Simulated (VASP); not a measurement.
# Mg3Cd2Te3 (I4/mmm) in VASP: further runs

Runs on Mg3Cd2Te3. Level: PBE. Tasks: single point.

All numbers are computed with VASP 6.6.1; they aren't measurements. Logs are shortened: lines on timing, memory, paths and dates and some standing lists are left out, and cuts for length are marked.

**1. The cell of the first run**

The structure is tetragonal, space group I4/mmm (No. 139). The conventional cell has a = 6.150 Å, b = 6.150 Å, c = 12.110 Å, α = 90.00°, β = 90.00°, γ = 90.00°. Within 4.0 Å of Mg (site symmetry 4/mmm) lie 4 Mg at 3.08 Å and 2 Cd at 3.08 Å. Within 4.0 Å of Mg (site symmetry mmm) lie 4 Te at 3.03 to 3.08 Å and 2 Mg at 3.08 Å. Cd (site symmetry 4mm) has 5 Te at 2.97 to 3.08 Å and 1 Mg at 3.08 Å within 3.9 Å. Within 4.0 Å of Te (site symmetry -4m2) lie 2 Mg at 3.03 Å and 4 Cd at 3.08 Å. Within 3.9 Å of Te (site symmetry 4/mmm) lie 2 Cd at 2.97 Å and 4 Mg at 3.08 Å.

The cell was generated, and may not be a known phase.

**2. Single point, PBE**

The input, INCAR:

```
SYSTEM = Mg3Cd2Te3
ALGO     = Normal         ! electronic algorithm
EDIFF    = 1E-7           ! SCF threshold, eV
ENCUT    = 520            ! plane-wave cutoff, eV
GGA      = PE             ! functional
ISIF     = 2              ! what is computed and relaxed
ISMEAR   = 0              ! smearing method
LASPH    = .TRUE.         ! aspherical terms in the spheres
LCHARG   = .FALSE.        ! write CHGCAR
LREAL    = .FALSE.        ! projectors in reciprocal space
LWAVE    = .FALSE.        ! write WAVECAR
NBANDS   = 34             ! bands
NELM     = 60             ! most SCF steps
PREC     = Accurate       ! precision mode
SIGMA    = 0.2            ! smearing width, eV
```

The input, KPOINTS:

```
k-points
0
G
  4 4 4
  0 0 0
```

The input, POSCAR:

```
Mg3Cd2Te3
1.0
   -3.0750484444      3.0750484444      6.0549736728
    3.0750484444     -3.0750484444      6.0549736728
    3.0750484444      3.0750484444     -6.0549736728
Mg Cd Te
3 2 3
Direct
    0.5000000000      0.5000000000      0.0000000000
    0.5000000000      0.0000000000      0.5000000000
    0.0000000000      0.5000000000      0.5000000000
    0.2455978548      0.2455978548      0.0000000000
    0.7544021452      0.7544021452      0.0000000000
    0.7500000000      0.2500000000      0.5000000000
    0.2500000000      0.7500000000      0.5000000000
    0.0000000000      0.0000000000      0.0000000000
```

Potentials or basis: VASP PAW PBE potentials, release 64 (Mg, Cd, Te).

Run with:

```sh
$ cat potpaw_PBE.64/Mg/POTCAR potpaw_PBE.64/Cd/POTCAR potpaw_PBE.64/Te/POTCAR > POTCAR
$ mpirun -np 1 vasp_std > vasp.out
```

OUTCAR:

```text
SYSTEM = Mg3Cd2Te3
   EDIFF = 1E-7
   ENCUT = 520
   GGA = PE
   ISIF = 2
   ISMEAR = 0
   LASPH = .TRUE.
   LREAL = .FALSE.
   NELM = 60
   PREC = Accurate

 ion  position               nearest neighbor table
   1  0.500  0.500  0.000-   2 3.08   3 3.08   2 3.08   3 3.08   4 3.08   5 3.08
   2  0.500  0.000  0.500-   6 3.03   7 3.03   1 3.08   8 3.08   1 3.08   8 3.08
   3  0.000  0.500  0.500-   6 3.03   7 3.03   1 3.08   8 3.08   8 3.08   1 3.08
   4  0.246  0.246  0.000-   8 2.97   7 3.08   6 3.08   6 3.08   7 3.08   1 3.08
   5  0.754  0.754  0.000-   8 2.97   7 3.08   6 3.08   6 3.08   7 3.08   1 3.08
   6  0.750  0.250  0.500-   2 3.03   3 3.03   5 3.08   4 3.08   5 3.08   4 3.08
   7  0.250  0.750  0.500-   2 3.03   3 3.03   5 3.08   4 3.08   5 3.08   4 3.08
   8  0.000  0.000  0.000-   4 2.97   5 2.97   2 3.08   3 3.08   3 3.08   2 3.08

  LATTYP: Found a body centered tetragonal cell.
 ALAT       =     6.1500968888
 C/A-ratio  =     1.9690661082

  Lattice vectors:

 A1 = (  -3.0750484444,   3.0750484444,   6.0549736728)
 A2 = (   3.0750484444,  -3.0750484444,   6.0549736728)
 A3 = (   3.0750484444,   3.0750484444,  -6.0549736728)

Analysis of symmetry for initial positions (statically):
=====================================================================
 Subroutine PRICEL returns:
 Original cell was already a primitive cell.

 Routine SETGRP: Setting up the symmetry group for a
 body centered tetragonal supercell.

 Subroutine GETGRP returns: Found 16 space group operations
 (whereof 16 operations were pure point group operations)
 out of a pool of 16 trial point group operations.

The static configuration has the point symmetry D_4h.

Analysis of symmetry for dynamics (positions and initial velocities):
=====================================================================
 Subroutine PRICEL returns:
 Original cell was already a primitive cell.

 Routine SETGRP: Setting up the symmetry group for a
 body centered tetragonal supercell.

 Subroutine GETGRP returns: Found 16 space group operations
 (whereof 16 operations were pure point group operations)
 out of a pool of 16 trial point group operations.

The dynamic configuration has the point symmetry D_4h.

 Subroutine INISYM returns: Found 16 space group operations
 (whereof 16 operations are pure point group operations),
 and found     1 'primitive' translations

----------------------------------------------------------------------------------------

                                     Primitive cell

  volume of cell :     229.0215

  direct lattice vectors                    reciprocal lattice vectors
    -3.075048444  3.075048444  6.054973673     0.000000000  0.162599064  0.082576742
     3.075048444 -3.075048444  6.054973673     0.162599064  0.000000000  0.082576742
     3.075048444  3.075048444 -6.054973673     0.162599064  0.162599064  0.000000000

  length of vectors
     7.454834140  7.454834140  7.454834140     0.182366044  0.182366044  0.229949802

  position of ions in fractional coordinates (direct lattice)
     0.500000000  0.500000000  0.000000000
     0.500000000  0.000000000  0.500000000
     0.000000000  0.500000000  0.500000000
     0.245597855  0.245597855  0.000000000
     0.754402145  0.754402145  0.000000000
     0.750000000  0.250000000  0.500000000
     0.250000000  0.750000000  0.500000000
     0.000000000  0.000000000  0.000000000

  ion indices of the primitive-cell ions
   primitive index   ion index
                 1           1
                 2           2
                 3           3
                 4           4
                 5           5
                 6           6
                 7           7
                 8           8

----------------------------------------------------------------------------------------

 KPOINTS: k-points

Automatic generation of k-mesh.
 Grid dimensions read from file:
 generate k-points for:    4    4    4

 Generating k-lattice:

  Cartesian coordinates                     Fractional coordinates (reciprocal lattice)
     0.000000000  0.040649766  0.020644186     0.250000000  0.000000000  0.000000000
     0.040649766  0.000000000  0.020644186     0.000000000  0.250000000  0.000000000
     0.040649766  0.040649766  0.000000000     0.000000000  0.000000000  0.250000000

  Length of vectors
     0.045591511  0.045591511  0.057487451

  Shift w.r.t. Gamma in fractional coordinates (k-lattice)
     0.000000000  0.000000000  0.000000000

 Subroutine IBZKPT returns following result:
 ===========================================

 Found     13 irreducible k-points:

 Following reciprocal coordinates:
            Coordinates               Weight
  0.000000  0.000000  0.000000      1.000000
  0.250000  0.000000 -0.000000      8.000000
  0.500000  0.000000 -0.000000      4.000000
  0.250000  0.250000 -0.000000      8.000000
  0.500000  0.250000  0.000000     16.000000
 -0.250000  0.250000  0.000000      4.000000
  0.500000  0.500000 -0.000000      2.000000
  0.250000  0.250000  0.250000      2.000000
 -0.250000  0.250000  0.250000      4.000000
  0.500000  0.500000  0.250000      4.000000
 -0.250000  0.500000  0.250000      8.000000
 -0.250000 -0.250000  0.250000      2.000000
  0.500000  0.500000  0.500000      1.000000
   k-points           NKPTS =     13   k-points in BZ     NKDIM =     13   number of bands    NBANDS=     34
   number of dos      NEDOS =    301   number of ions     NIONS =      8
   total plane-waves  NPLWV = 175616
   dimension x,y,z NGX =    56 NGY =   56 NGZ =   56
   dimension x,y,z NGXF=   112 NGYF=  112 NGZF=  112
   ions per type =               3   2   3
   NGX,Y,Z   is equivalent  to a cutoff of  12.49, 12.49, 12.49 a.u.
   NGXF,Y,Z  is equivalent  to a cutoff of  24.98, 24.98, 24.98 a.u.
 SYSTEM =  Mg3Cd2Te3
   PREC   = accura    normal or accurate (medium, high low for compatibility)
   ISTART =      0    job   : 0-new  1-cont  2-samecut
   ICHARG =      2    charge: 1-file 2-atom 10-const
   ISPIN  =      1    spin polarized calculation?
   LNONCOLLINEAR =      F non collinear calculations
   LSORBIT =      F    spin-orbit coupling
   LASPH  =      T    aspherical Exc in radial PAW
   ENCUT  =  520.0 eV  38.22 Ry    6.18 a.u.  13.86 13.86 13.86*2*pi/ulx,y,z
   NELM   =     60;   NELMIN=  2; NELMDL= -5     # of ELM steps
   EDIFF  = 0.1E-06   stopping-criterion for ELM
   LREAL  =      F    real-space projection
   EDIFFG = 0.1E-05   stopping-criterion for IOM
   NSW    =      0    number of steps for IOM
   IBRION =     -1    ionic relax: 0-MD 1-quasi-New 2-CG
   NFREE  =      0    steps in history (QN), initial steepest desc. (CG)
   ISIF   =      2    stress and relaxation
   ISYM   =      2    0-nonsym 1-usesym 2-fastsym
   POTIM  = 0.5000    time-step for ionic-motion
   TEBEG  =    0.0;   TEEND  =   0.0 temperature during run
   PSTRESS=    0.0 pullay stress
   NELECT =      48.0000    total number of electrons
   NUPDOWN=      -1.0000    fix difference up-down
   EMIN   =  10.00;   EMAX   =-10.00  energy-range for DOS
   EFERMI =   0.00;   METHOD = LEGACY
   ISMEAR =     0;   SIGMA  =   0.20  broadening in eV -4-tet -1-fermi 0-gaus
   EFERMI_NEDOS =   21; number of points for ismear=-14 and -15
   IALGO  =     38    algorithm
   IMIX   =      4    mixing-type and parameters
     AMIX     =   0.40;   BMIX     =  1.00
     AMIX_MAG =   1.60;   BMIX_MAG =  1.00
  volume/ion in A,a.u.               =      28.63       193.19
  Fermi-wavevector in a.u.,A,eV,Ry     =   0.972441  1.837647 12.866229  0.945641
  Thomas-Fermi vector in A             =   2.102740
   LORBIT       =      0    0 simple, 1 ext, 2 COOP (PROOUT), +10 PAW based schemes
   GGA     = PE    functional components
   LHFCALC =     F    Hartree Fock is set to
   AEXX    =    0.0000 exact exchange contribution
   IVDW    =     0    specifies the selected vdW correction
   LEPSILON=     F    determine dielectric tensor
   LRPA    =     F    only Hartree local field effects (RPA)
 non-spin polarized calculation
 Gauss-broadening in eV      SIGMA  =   0.20
  energy-cutoff  :      520.00
  volume of cell :      229.02
 maximum number of plane-waves:      6192
   NGX = 27   NGY = 27   NGZ = 27

 number of electron      48.0000002 magnetization

 Free energy of the ion-electron system (eV)
  ---------------------------------------------------
  ext. energy  EPLUGINS =         0.00000000
  ---------------------------------------------------
  free energy    TOTEN  =       -16.99027333 eV

  energy without entropy =      -16.90210061  energy(sigma->0) =      -16.94618697

 E-fermi :   3.9302     XC(G=0):  -8.9782

 val. band max:        3.9071580089   @ k =   0.2500   0.2500  -0.0000
 cond. band min:       3.9673023664   @ k =   0.5000   0.2500   0.0000
 fundamental gap:      0.0601443575
 Fermi energy:         3.9302069713

 k-point     1 :       0.0000    0.0000    0.0000
  band No.  band energies     occupation
      1      -8.0446      2.00000
      2      -7.3328      2.00000
      3      -7.2241      2.00000
      4      -4.9782      2.00000
      5      -4.8741      2.00000
      6      -4.8632      2.00000
[... 26 lines left out ...]
     33       9.3547      0.00000
     34       9.3548      0.00000

 k-point     2 :       0.2500    0.0000   -0.0000
  band No.  band energies     occupation
      1      -7.8959      2.00000
      2      -7.3339      2.00000
      3      -7.2441      2.00000
      4      -4.9947      2.00000
      5      -4.9016      2.00000
      6      -4.8642      2.00000
[... 26 lines left out ...]
     33       8.7132      0.00000
     34       8.8696      0.00000
[... 368 lines left out ...]
     33       7.8541      0.00000
     34       8.8225      0.00000

 k-point    13 :       0.5000    0.5000    0.5000
  band No.  band energies     occupation
      1      -7.7753      2.00000
      2      -7.5024      2.00000
      3      -7.3573      2.00000
      4      -4.9224      2.00000
      5      -4.8737      2.00000
      6      -4.8577      2.00000
[... 26 lines left out ...]
     33       7.1835      0.00000
     34       8.3108      0.00000

------------------------ aborting loop because EDIFF is reached ----------------------------------------

  FORCE on cell =-STRESS in cart. coord.  units (eV):
  Direction    XX          YY          ZZ          XY          YZ          ZX
  --------------------------------------------------------------------------------------
  -------------------------------------------------------------------------------------
  Total       -0.2450096     -0.2450096      0.2267924      0.0000000      0.0000000      0.0000000
  in kB       -1.7140263     -1.7140263      1.5865834      0.0000000      0.0000000      0.0000000
  external PRESSURE =      -0.6138230 kB  Pullay stress =       0.0000000 kB

 VOLUME and BASIS-vectors are now :
 -----------------------------------------------------------------------------
  energy-cutoff  :      520.00
  volume of cell :      229.02
      direct lattice vectors                 reciprocal lattice vectors
    -3.075048444  3.075048444  6.054973673     0.000000000  0.162599064  0.082576742
     3.075048444 -3.075048444  6.054973673     0.162599064  0.000000000  0.082576742
     3.075048444  3.075048444 -6.054973673     0.162599064  0.162599064  0.000000000

 POSITION                                       TOTAL-FORCE (eV/Angst)
 -----------------------------------------------------------------------------------
      0.00000      0.00000      6.05497        -0.000000     -0.000000      0.000000
      0.00000      3.07505      0.00000        -0.000000     -0.000000      0.000000
      3.07505      0.00000      0.00000        -0.000000     -0.000000      0.000000
      0.00000      0.00000      2.97418         0.000000      0.000000      0.033530
      0.00000      0.00000      9.13577         0.000000      0.000000     -0.033530
      0.00000      3.07505      3.02749        -0.000000     -0.000000     -0.000000
      3.07505      0.00000      3.02749        -0.000000     -0.000000      0.000000
      0.00000      0.00000      0.00000        -0.000000     -0.000000      0.000000
 -----------------------------------------------------------------------------------
    total drift:                               -0.000000     -0.000000      0.000000

  FREE ENERGIE OF THE ION-ELECTRON SYSTEM (eV)
  ---------------------------------------------------
  free  energy   TOTEN  =       -16.9902733331 eV

  energy  without entropy=      -16.9021006065  energy(sigma->0) =      -16.94618697
```

Wall time 78 s (1 thread of Intel Xeon 6975P-C (Granite Rapids), shared host); peak memory 0.46 GiB.

What came out:

| Property | Result |
| --- | --- |
| Free energy | -16.9903 eV |
| Pressure | -0.1 GPa |
| Largest force | 0.034 eV/Å |
| Band gap on the k mesh | zero (bands 24 and 25 overlap by 1.36 eV) |

Forces on the atoms (eV/Å):
```
Mg   0.000  0.000  0.000
Mg   0.000  0.000  0.000
Mg   0.000  0.000  0.000
Cd   0.000  0.000  0.034
Cd   0.000  0.000 -0.034
Te   0.000  0.000  0.000
Te   0.000  0.000  0.000
Te   0.000  0.000  0.000
```

Stress tensor (GPa, compression positive):
```
-0.17  0.00  0.00
 0.00 -0.17  0.00
 0.00  0.00  0.16
```

Caveat: spin-orbit coupling is left out, which moves the levels of the heavy elements.

**3. Single point, PBE**

This run uses another cell than the first one, of 30.31 Å³/atom.

The input, INCAR:

```
SYSTEM = Mg3Cd2Te3
  PREC = Accurate
  ENCUT = 520
  EDIFF = 1E-7
  ISMEAR = 0
  SIGMA = 0.2
  LREAL = .False.
  LASPH = .True.
  NELM = 100
  ALGO = Normal
  ISIF = 2
  LWAVE = .False.
  LCHARG = .False.
  GGA = PE
  NBANDS = 34
```

The input, KPOINTS:

```
Automatic mesh
0
Gamma
  4 4 4
  0 0 0
```

The input, POSCAR:

```
Mg3Cd2Te3
1.0
   -3.0163250266      3.0163250266      6.6638639766
    3.0163250266     -3.0163250266      6.6638639766
    3.0163250266      3.0163250266     -6.6638639766
Mg Cd Te
3 2 3
Direct
    0.5000000000      0.0000000000      0.5000000000
    0.0000000000      0.5000000000      0.5000000000
    0.5000000000      0.5000000000      0.0000000000
    0.7500000000      0.2500000000      0.5000000000
    0.2500000000      0.7500000000      0.5000000000
    0.0000000000      0.0000000000      0.0000000000
    0.7022646115      0.7022646115      0.0000000000
    0.2977353885      0.2977353885      0.0000000000
```

Potentials or basis: VASP PAW PBE potentials, release 64 (Mg, Cd, Te).

Run with:

```sh
$ cat potpaw_PBE.64/Mg/POTCAR potpaw_PBE.64/Cd/POTCAR potpaw_PBE.64/Te/POTCAR > POTCAR
$ mpirun -np 1 vasp_std > vasp.out
```

It took 76 s on 1 thread of Intel Xeon 6975P-C (Granite Rapids), shared host; peak memory 0.51 GiB.

It converged, with:

```
Free energy            : -15.8949 eV
Pressure               : 0.1 GPa
Largest force          : 0.007 eV/Å
Band gap on the k mesh : zero (bands 24 and 25 overlap by 2.01 eV)
```

Forces on the atoms (eV/Å):
```
Mg   0.000  0.000  0.000
Mg   0.000  0.000  0.000
Mg   0.000  0.000  0.000
Cd   0.000  0.000  0.000
Cd   0.000  0.000  0.000
Te   0.000  0.000  0.000
Te   0.000  0.000  0.007
Te   0.000  0.000 -0.007
```

Stress tensor (GPa, compression positive):
```
0.02 0.00 0.00
0.00 0.02 0.00
0.00 0.00 0.22
```

Levels at points of the mesh, in eV from the Fermi level:
| k point | band 22 | band 23 | band 24 | band 25 | band 26 | band 27 |
| --- | --- | --- | --- | --- | --- | --- |
| (0.00, 0.00, 0.00) | -2.24 | -2.24 | -1.43 | -0.85 | 0.77 | 1.42 |
| (0.50, 0.00, 0.00) | -1.67 | -1.54 | 0.26 | 0.29 | 0.37 | 1.11 |
| (0.50, 0.50, 0.00) | -1.20 | -0.16 | 1.06 | 1.07 | 1.31 | 2.15 |
| (0.50, 0.50, 0.50) | -2.17 | -1.82 | -0.81 | -0.71 | 0.46 | 1.03 |

Caveat: spin-orbit coupling is left out, which moves the levels of the heavy elements.

The gap in the log of VASP goes by the Fermi energy; the results here count the filled bands.